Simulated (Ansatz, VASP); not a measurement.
Ir: VASP beside Ansatz

File INCAR:

```
SYSTEM = Ir
ALGO = Normal ; EDIFF = 1E-6
ENCUT = 520 ; GGA = PS
ISIF = 2 ; ISMEAR = -1
ISPIN = 2 ; LASPH = .TRUE.
LCHARG = .FALSE. ; LMAXMIX = 4
LORBIT = 11 ; LREAL = .FALSE.
LWAVE = .FALSE. ; MAGMOM = 1
NBANDS = 14 ; NELM = 150
PREC = Accurate ; SIGMA = 0.05
```

Contents of KPOINTS:

```
k-points
0
G
  23 23 23
  0 0 0
```

Contents of POSCAR:

```
Ir
1.0
    0.0000000000      1.8356141864      1.8356141864
    1.8356141864      0.0000000000      1.8356141864
    1.8356141864      1.8356141864      0.0000000000
Ir
1
Direct
    0.0000000000      0.0000000000      0.0000000000
```

Input for Ansatz:

```yaml
crystal:
  lattice:
    - [0.0, 1.8356141864, 1.8356141864]
    - [1.8356141864, 0.0, 1.8356141864]
    - [1.8356141864, 1.8356141864, 0.0]
  atoms:
    - { symbol: Ir, position: [0.0, 0.0, 0.0], spin: 1.0 }
hamiltonian:
  xc: pbesol
  pseudopotentials:
    kind: paw
    azcp:
      Ir: "pseudopotentials/Ir.paw.azcp"
basis:
  ecutwfc: 420
  fft_grid_basis: typed
kpoints:
  mp_grid: { grid: [23, 23, 23], shift: [0, 0, 0] }
magnetization:
  spin_polarized: true
scf:
  occupations: { method: fermi_dirac, width: 0.05 }
output:
  stress: true
```

Alike in both runs: task single point; functional PBEsol; k mesh 23 × 23 × 23; occupations fermi-dirac, width 0.05 eV; collinear spin.

|  | VASP | Ansatz |
| --- | --- | --- |
| version | VASP 6.6.1 | Ansatz 0.2.0 |
| potentials or method | VASP PAW PBE potentials, release 64 (Ir), cutoff 520 eV | plane waves (420 eV) with PAW, scalar-relativistic |
| valence electrons in the cell | 9 | 17 |

```tsv
	VASP	Ansatz	Ansatz less VASP
net moment per atom (μB)	0.00	0.00	0.000
```

VASP's potentials were made for PBE, not for PBEsol, and Ansatz warns of the same on its side. VASP's potentials hold 9 valence electrons a cell and Ansatz's 17, so a difference there can come from the potentials and not from the codes. Ansatz's warnings: seeded moment not kept.

Spin-orbit coupling is off throughout.
